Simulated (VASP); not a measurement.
Here is a VASP 6.6.1 calculation.

File INCAR:

```
PREC = Accurate ; ENCUT = 520
EDIFF = 1E-6 ; ISMEAR = 0
SIGMA = 0.1 ; LREAL = False
LASPH = True ; NELM = 100
ALGO = Normal ; ISIF = 2
LWAVE = False ; LCHARG = False
LDIPOL = True ; IDIPOL = 3
DIPOL = 0.5 0.5 0.293 ; GGA = PE
NBANDS = 22
```

Contents of KPOINTS:

```
regular mesh
0
Gamma
  12 12 1
```

File POSCAR:

```
Hf
1.0
    4.0204318328      0.0000000000      0.0000000000
    0.0000000000      4.0204318328      0.0000000000
    0.0000000000      0.0000000000     28.0899089118
Hf
3
Direct
    0.0000000000      0.5000000000      0.3181956260
    0.5000000000      0.0000000000      0.3181956260
    0.0000000000      0.0000000000      0.2424834356
```

Potentials or basis: VASP PAW PBE potentials, release 64 (Hf_pv).

Launch:

```console
$ cat potpaw_PBE.64/Hf_pv/POTCAR > POTCAR
$ mpirun -np 1 vasp_std > vasp.out
```

Predict the band gap on the k mesh.

zero (bands 15 and 16 overlap by 1.06 eV).

What does it give for the largest force?

0.071 eV/Å.

Forces on the atoms (eV/Å):
```
Hf   0.000  0.000 -0.035
Hf   0.000  0.000 -0.035
Hf   0.000  0.000  0.071
```

Caveat: spin-orbit coupling is left out, which moves the levels of the heavy elements.
